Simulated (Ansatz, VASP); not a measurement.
## Two plane-wave programs on KGe3

```
K Ge
1.0
     8.35115    0.00000    0.00000
     0.00000    8.35115    0.00000
     0.00000    0.00000    8.35115
K Ge
2 6
Direct
  0.50000 0.50000 0.50000
  0.00000 0.00000 0.00000
  0.63792 0.00000 0.00000
  0.36208 0.00000 0.00000
  0.00000 0.63792 0.00000
  0.00000 0.36208 0.00000
  0.00000 0.00000 0.63792
  0.00000 0.00000 0.36208
```

Alike in both runs: functional PBE; k mesh 6 × 6 × 6; occupations gaussian, width 0.1 eV; no spin polarisation.

Ansatz relaxed the structure, and its values are those at the end. VASP's run is a single point on that final structure, the one shown.

|  | VASP | Ansatz |
| --- | --- | --- |
| version | VASP 6.6.1 | Ansatz 0.2.0 |
| potentials or method | VASP PAW PBE potentials, release 64 (K_sv, Ge_d), cutoff 520 eV | scalar-relativistic, plane waves, PAW |
| valence electrons in the cell | 102 | 102 |

|  | VASP | Ansatz | Ansatz less VASP |
| --- | --- | --- | --- |
| gap on the k mesh at the Fermi level (eV) | none | none | - |
| pressure (GPa) | 0.0 | 0.0 | +0.01 |
| rms of the force components (eV/Å) | 0.004 | 0.003 | -0.0005 |

A gap of «none» marks a metal or a gap that the smearing closes.
